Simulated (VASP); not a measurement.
# Ta (I4/mmm) in VASP: further runs

Ta is run at these levels: PBE; tasks: single point.

Everything below comes from runs of VASP 6.6.1. Logs are shortened: lines on timing, memory, paths and dates and some standing lists are left out, and cuts for length are marked.

**1. The cell of the first run**

It takes space group I4/mmm (No. 139, tetragonal). Conventional cell: a = 3.084 Å, b = 3.084 Å, c = 3.690 Å, α = 90.00°, β = 90.00°, γ = 90.00°. Ta (site symmetry 4/mmm) has 14 Ta at 2.86 to 3.69 Å within 3.8 Å.

**2. Single point, PBE (17.55 Å³/atom)**

File INCAR:

```
SYSTEM = Ta
ALGO = Normal
EDIFF = 1E-6
ENCUT = 520
GGA = PE
ISIF = 2
ISMEAR = 0
LASPH = .TRUE.
LCHARG = .FALSE.
LREAL = .FALSE.
LWAVE = .FALSE.
NBANDS = 12
NELM = 60
PREC = Accurate
SIGMA = 0.15
```

File KPOINTS:

```
k-points
0
G
  20 20 20
  0 0 0
```

File POSCAR:

```
Ta
1.0
   -1.5420743950      1.5420743950      1.8449378062
    1.5420743950     -1.5420743950      1.8449378062
    1.5420743950      1.5420743950     -1.8449378062
Ta
1
Direct
    0.0000000000      0.0000000000      0.0000000000
```

Potentials or basis: VASP PAW PBE potentials, release 64 (Ta_pv).

Command:

```sh
$ cat potpaw_PBE.64/Ta_pv/POTCAR > POTCAR
$ mpirun -np 1 vasp_std > vasp.out
```

OUTCAR:

```text
SYSTEM = Ta
   EDIFF = 1E-6
   ENCUT = 520
   GGA = PE
   ISIF = 2
   ISMEAR = 0
   LASPH = .TRUE.
   LREAL = .FALSE.
   NELM = 60
   PREC = Accurate

 ion  position               nearest neighbor table
   1  0.000  0.000  0.000-

  LATTYP: Found a body centered tetragonal cell.
 ALAT       =     3.0841487900
 C/A-ratio  =     1.1964000000

  Lattice vectors:

 A1 = (  -1.5420743950,   1.5420743950,   1.8449378062)
 A2 = (   1.5420743950,  -1.5420743950,   1.8449378062)
 A3 = (   1.5420743950,   1.5420743950,  -1.8449378062)

Analysis of symmetry for initial positions (statically):
=====================================================================
 Subroutine PRICEL returns:
 Original cell was already a primitive cell.

 Routine SETGRP: Setting up the symmetry group for a
 body centered tetragonal supercell.

 Subroutine GETGRP returns: Found 16 space group operations
 (whereof 16 operations were pure point group operations)
 out of a pool of 16 trial point group operations.

The static configuration has the point symmetry D_4h.

Analysis of symmetry for dynamics (positions and initial velocities):
=====================================================================
 Subroutine PRICEL returns:
 Original cell was already a primitive cell.

 Routine SETGRP: Setting up the symmetry group for a
 body centered tetragonal supercell.

 Subroutine GETGRP returns: Found 16 space group operations
 (whereof 16 operations were pure point group operations)
 out of a pool of 16 trial point group operations.

The dynamic configuration has the point symmetry D_4h.

 Subroutine INISYM returns: Found 16 space group operations
 (whereof 16 operations are pure point group operations),
 and found     1 'primitive' translations

----------------------------------------------------------------------------------------

                                     Primitive cell

  volume of cell :      17.5490

  direct lattice vectors                    reciprocal lattice vectors
    -1.542074395  1.542074395  1.844937806     0.000000000  0.324238572  0.271011846
     1.542074395 -1.542074395  1.844937806     0.324238572  0.000000000  0.271011846
     1.542074395  1.542074395 -1.844937806     0.324238572  0.324238572  0.000000000

  length of vectors
     2.856533281  2.856533281  2.856533281     0.422584988  0.422584988  0.458542586

  position of ions in fractional coordinates (direct lattice)
     0.000000000  0.000000000  0.000000000

  ion indices of the primitive-cell ions
   primitive index   ion index
                 1           1

----------------------------------------------------------------------------------------

 KPOINTS: k-points

Automatic generation of k-mesh.
 Grid dimensions read from file:
 generate k-points for:   20   20   20

 Generating k-lattice:

  Cartesian coordinates                     Fractional coordinates (reciprocal lattice)
     0.000000000  0.016211929  0.013550592     0.050000000 -0.000000000  0.000000000
     0.016211929  0.000000000  0.013550592    -0.000000000  0.050000000  0.000000000
     0.016211929  0.016211929  0.000000000     0.000000000  0.000000000  0.050000000

  Length of vectors
     0.021129249  0.021129249  0.022927129

  Shift w.r.t. Gamma in fractional coordinates (k-lattice)
     0.000000000  0.000000000  0.000000000

 Subroutine IBZKPT returns following result:
 ===========================================

 Found    641 irreducible k-points:

 Following reciprocal coordinates:
            Coordinates               Weight
  0.000000  0.000000  0.000000      1.000000
  0.050000 -0.000000  0.000000      8.000000
  0.100000  0.000000 -0.000000      8.000000
  0.150000  0.000000 -0.000000      8.000000
  0.200000  0.000000 -0.000000      8.000000
  0.250000  0.000000  0.000000      8.000000
[... 16 lines left out ...]
 -0.400000  0.050000  0.000000     16.000000
 -0.350000  0.050000  0.000000     16.000000
 [... further k-points ...]
   k-points           NKPTS =    641   k-points in BZ     NKDIM =    641   number of bands    NBANDS=     12
   number of dos      NEDOS =    301   number of ions     NIONS =      1
   total plane-waves  NPLWV =  13824
   dimension x,y,z NGX =    24 NGY =   24 NGZ =   24
   dimension x,y,z NGXF=    48 NGYF=   48 NGZF=   48
   ions per type =               1
   NGX,Y,Z   is equivalent  to a cutoff of  13.97, 13.97, 13.97 a.u.
   NGXF,Y,Z  is equivalent  to a cutoff of  27.94, 27.94, 27.94 a.u.
 SYSTEM =  Ta
   PREC   = accura    normal or accurate (medium, high low for compatibility)
   ISTART =      0    job   : 0-new  1-cont  2-samecut
   ICHARG =      2    charge: 1-file 2-atom 10-const
   ISPIN  =      1    spin polarized calculation?
   LNONCOLLINEAR =      F non collinear calculations
   LSORBIT =      F    spin-orbit coupling
   LASPH  =      T    aspherical Exc in radial PAW
   ENCUT  =  520.0 eV  38.22 Ry    6.18 a.u.   5.31  5.31  5.31*2*pi/ulx,y,z
   NELM   =     60;   NELMIN=  2; NELMDL= -5     # of ELM steps
   EDIFF  = 0.1E-05   stopping-criterion for ELM
   LREAL  =      F    real-space projection
[... 7 lines left out ...]
   TEBEG  =    0.0;   TEEND  =   0.0 temperature during run
   PSTRESS=    0.0 pullay stress
   NELECT =      11.0000    total number of electrons
   NUPDOWN=      -1.0000    fix difference up-down
   EMIN   =  10.00;   EMAX   =-10.00  energy-range for DOS
   EFERMI =   0.00;   METHOD = LEGACY
   ISMEAR =     0;   SIGMA  =   0.15  broadening in eV -4-tet -1-fermi 0-gaus
   EFERMI_NEDOS =   21; number of points for ismear=-14 and -15
   IALGO  =     38    algorithm
   IMIX   =      4    mixing-type and parameters
     AMIX     =   0.40;   BMIX     =  1.00
     AMIX_MAG =   1.60;   BMIX_MAG =  1.00
  volume/ion in A,a.u.               =      17.55       118.43
  Fermi-wavevector in a.u.,A,eV,Ry     =   1.401054  2.647609 26.707595  1.962953
  Thomas-Fermi vector in A             =   2.523954
   LORBIT       =      0    0 simple, 1 ext, 2 COOP (PROOUT), +10 PAW based schemes
   GGA     = PE    functional components
   LHFCALC =     F    Hartree Fock is set to
   AEXX    =    0.0000 exact exchange contribution
   IVDW    =     0    specifies the selected vdW correction
   LEPSILON=     F    determine dielectric tensor
   LRPA    =     F    only Hartree local field effects (RPA)
 non-spin polarized calculation
 Gauss-broadening in eV      SIGMA  =   0.15
  energy-cutoff  :      520.00
  volume of cell :       17.55
 maximum number of plane-waves:       487
 NGX is ok and might be reduce to    24
   NGX = 11   NGY = 11   NGZ = 11

 number of electron      10.9999999 magnetization

 Free energy of the ion-electron system (eV)
  ---------------------------------------------------
  ext. energy  EPLUGINS =         0.00000000
  ---------------------------------------------------
  free energy    TOTEN  =       -11.67516316 eV

  energy without entropy =      -11.66093742  energy(sigma->0) =      -11.66805029

 E-fermi :   5.8768     XC(G=0): -12.7504

 val. band max:        5.8743076591   @ k =  -0.1500   0.4500   0.0500
 cond. band min:       5.8767975108   @ k =  -0.3000   0.2000   0.0000
 fundamental gap:      0.0024898517
 Fermi energy:         5.8767853265

 k-point     1 :       0.0000    0.0000    0.0000
  band No.  band energies     occupation
      1     -27.2713      2.00000
      2     -27.2563      2.00000
      3     -27.2563      2.00000
      4      -2.3164      2.00000
      5       6.0846      0.05013
      6       6.0846      0.05013
      7       8.1057      0.00000
      8       8.1282      0.00000
      9      10.7009      0.00000
     10      19.2158      0.00000
     11      20.4864      0.00000
     12      22.2260      0.00000

 k-point     2 :       0.0500   -0.0000    0.0000
  band No.  band energies     occupation
      1     -27.2990      2.00000
      2     -27.2641      2.00000
      3     -27.2640      2.00000
      4      -2.2052      2.00000
      5       6.0654      0.07538
      6       6.1277      0.01799
      7       8.0624      0.00000
      8       8.1140      0.00000
      9      10.6285      0.00000
     10      19.4491      0.00000
     11      20.4863      0.00000
     12      22.2670      0.00000

 k-point     3 :       0.1000    0.0000   -0.0000
  band No.  band energies     occupation
      1     -27.3969      2.00000
      2     -27.2865      2.00000
      3     -27.2678      2.00000
      4      -1.8816      2.00000
      5       5.9841      0.31149
      6       6.2182      0.00129
      7       7.9845      0.00000
      8       8.1223      0.00000
      9      10.4468      0.00000
     10      20.0645      0.00000
     11      20.4858      0.00000
     12      22.2391      0.00000
[... 286 lines left out ...]
 k-point    23 :      -0.4000    0.0500    0.0000
  band No.  band energies     occupation
      1     -28.3794      2.00000
      2     -27.5293      2.00000
      3     -27.3152      2.00000
      4       1.1460      2.00000
      5       5.2607      2.00000
      6       5.9228      0.66430
      7       8.0064      0.00000
      8      11.1021      0.00000
      9      11.8362      0.00000
     10      18.0306      0.00000
     11      19.8394      0.00000
     12      20.5052      0.00000

 k-point    24 :      -0.3500    0.0500    0.0000
  band No.  band energies     occupation
      1     -28.2313      2.00000
      2     -27.4889      2.00000
      3     -27.3126      2.00000
      4       0.8673      2.00000
      5       5.4733      1.99986
      6       5.4816      1.99981
      7       8.0445      0.00000
      8      10.5999      0.00000
      9      11.0096      0.00000
     10      18.6777      0.00000
     11      20.4779      0.00000
     12      21.2119      0.00000

 [... further k-points ...]

------------------------ aborting loop because EDIFF is reached ----------------------------------------

  FORCE on cell =-STRESS in cart. coord.  units (eV):
  Direction    XX          YY          ZZ          XY          YZ          ZX
  --------------------------------------------------------------------------------------
  -------------------------------------------------------------------------------------
  Total        1.8767459      1.8767459      0.0348801      0.0000000     -0.0000000      0.0000000
  in kB      171.3419414    171.3419414      3.1844569      0.0000000     -0.0000000      0.0000000
  external PRESSURE =     115.2894466 kB  Pullay stress =       0.0000000 kB

 VOLUME and BASIS-vectors are now :
 -----------------------------------------------------------------------------
  energy-cutoff  :      520.00
  volume of cell :       17.55
      direct lattice vectors                 reciprocal lattice vectors
    -1.542074395  1.542074395  1.844937806     0.000000000  0.324238572  0.271011846
     1.542074395 -1.542074395  1.844937806     0.324238572  0.000000000  0.271011846
     1.542074395  1.542074395 -1.844937806     0.324238572  0.324238572  0.000000000

 POSITION                                       TOTAL-FORCE (eV/Angst)
 -----------------------------------------------------------------------------------
      0.00000      0.00000      0.00000         0.000000     -0.000000      0.000000
 -----------------------------------------------------------------------------------
    total drift:                                0.000000      0.000000     -0.000000

  FREE ENERGIE OF THE ION-ELECTRON SYSTEM (eV)
  ---------------------------------------------------
  free  energy   TOTEN  =       -11.6751631604 eV

  energy  without entropy=      -11.6609374154  energy(sigma->0) =      -11.66805029
```

It took 87 s on 1 thread of Intel Xeon 8259CL, shared host; peak memory 0.25 GiB.

Results:

```
Free energy            : -11.6752 eV
Pressure               : 11.5 GPa
Band gap on the k mesh : zero (an odd number of electrons rules out a gap without spin polarisation)
```

Stress tensor (GPa, compression positive):
```
17.13  0.00  0.00
 0.00 17.13  0.00
 0.00  0.00  0.32
```

Caveat: the cell stands under pressure; spin-orbit coupling is left out, which moves the levels of the heavy elements.

**3. Single point, PBE (17.92 Å³/atom)**

This run uses another cell than the first one, of 17.92 Å³/atom.

File INCAR:

```
PREC     = Accurate       # precision mode
ENCUT    = 520            # plane-wave cutoff, eV
EDIFF    = 1E-6           # SCF threshold, eV
ISMEAR   = 0              # smearing method
SIGMA    = 0.15           # smearing width, eV
LREAL    = False          # projectors in reciprocal space
LASPH    = True           # aspherical terms in the spheres
NELM     = 80             # most SCF steps
ALGO     = Fast           # electronic algorithm
ISIF     = 2              # what is computed and relaxed
LWAVE    = False          # write WAVECAR
LCHARG   = False          # write CHGCAR
GGA      = PE             # functional
NBANDS   = 12             # bands
```

File KPOINTS:

```
Automatic mesh
0
Gamma
  20 20 20
```

File POSCAR:

```
Ta
1.0
   -1.7153869951      1.7153869951      1.5220628807
    1.7153869951     -1.7153869951      1.5220628807
    1.7153869951      1.7153869951     -1.5220628807
Ta
1
Direct
    0.0000000000      0.0000000000      0.0000000000
```

Potentials or basis: VASP PAW PBE potentials, release 64 (Ta_pv).

Command:

```sh
$ cat potpaw_PBE.64/Ta_pv/POTCAR > POTCAR
$ mpirun -np 1 vasp_std > vasp.out
```

Run time: 2 min. Hardware: 1 thread of Intel Xeon 8259CL, shared host; peak memory 0.25 GiB.

The run converged. Its results:

```yaml
Free_energy: -11.7663 eV
Pressure: 5.6 GPa
Band_gap_on_the_k_mesh: zero (an odd number of electrons rules out a gap without spin polarisation)
```

Stress tensor (GPa, compression positive):
```
 2.71  0.00  0.00
 0.00  2.71  0.00
 0.00  0.00 11.46
```

Levels at points of the mesh, in eV from the Fermi level:
```tsv
k point	band 2	band 3	band 4	band 5	band 6	band 7	band 8	band 9
(0.00, 0.00, 0.00)	-33.11	-33.07	-7.99	-0.26	1.37	1.37	2.72	4.95
(0.50, 0.00, 0.00)	-33.51	-33.18	-4.42	-2.06	1.92	3.81	6.07	7.70
(0.50, 0.50, 0.00)	-33.37	-33.06	-4.52	-0.40	1.00	2.47	4.23	7.57
(0.50, 0.50, 0.50)	-34.01	-33.71	-4.03	-3.75	6.72	6.72	7.20	7.64
```

Caveat: the cell stands under pressure; spin-orbit coupling is left out, which moves the levels of the heavy elements.

**4. Single point, PBE (17.91 Å³/atom)**

This run uses another cell than the first one, of 17.91 Å³/atom.

File INCAR:

```
SYSTEM = Ta
  ALGO = Normal
  EDIFF = 1E-7
  ENCUT = 520
  GGA = PE
  ISIF = 2
  ISMEAR = 0
  LASPH = .TRUE.
  LCHARG = .FALSE.
  LREAL = .FALSE.
  LWAVE = .FALSE.
  NBANDS = 12
  NELM = 100
  PREC = Accurate
  SIGMA = 0.15
```

File KPOINTS:

```
k-points
0
G
  20 20 20
  0 0 0
```

File POSCAR:

```
Ta
1.0
   -1.4054451326      1.4054451326      2.2674046325
    1.4054451326     -1.4054451326      2.2674046325
    1.4054451326      1.4054451326     -2.2674046325
Ta
1
Direct
    0.0000000000      0.0000000000      0.0000000000
```

Command:

```sh
$ cat potpaw_PBE.64/Ta_pv/POTCAR > POTCAR
$ mpirun -np 1 vasp_std > vasp.out
```

Run time: 99 s. Hardware: 1 thread of Intel Xeon 8259CL, shared host; peak memory 0.25 GiB.

It converged, with:

| Item | Value |
| --- | --- |
| Free energy | -11.6188 eV |
| Pressure | 8.5 GPa |
| Band gap on the k mesh | zero (an odd number of electrons rules out a gap without spin polarisation) |

Stress tensor (GPa, compression positive):
```
 5.77  0.00  0.00
 0.00  5.77  0.00
 0.00  0.00 13.86
```

Levels at points of the mesh, in eV from the Fermi level:
```tsv
k point	band 1	band 2	band 3	band 4	band 5	band 6	band 7	band 8	band 9	band 10
(0.00, 0.00, 0.00)	-33.40	-33.31	-33.31	-8.23	-0.61	1.27	1.27	2.16	5.00	12.94
(0.50, 0.00, 0.00)	-34.57	-33.62	-33.36	-4.71	-0.60	0.98	1.27	5.76	6.53	11.04
(0.50, 0.50, 0.00)	-34.49	-34.03	-33.71	-4.53	-3.45	4.12	5.69	5.73	8.05	10.16
(0.50, 0.50, 0.50)	-34.42	-33.58	-33.58	-4.70	-3.31	1.73	6.48	6.83	6.83	11.35
```

Caveat: the cell stands under pressure; spin-orbit coupling is left out, which moves the levels of the heavy elements.

[end of part 1 of 2]
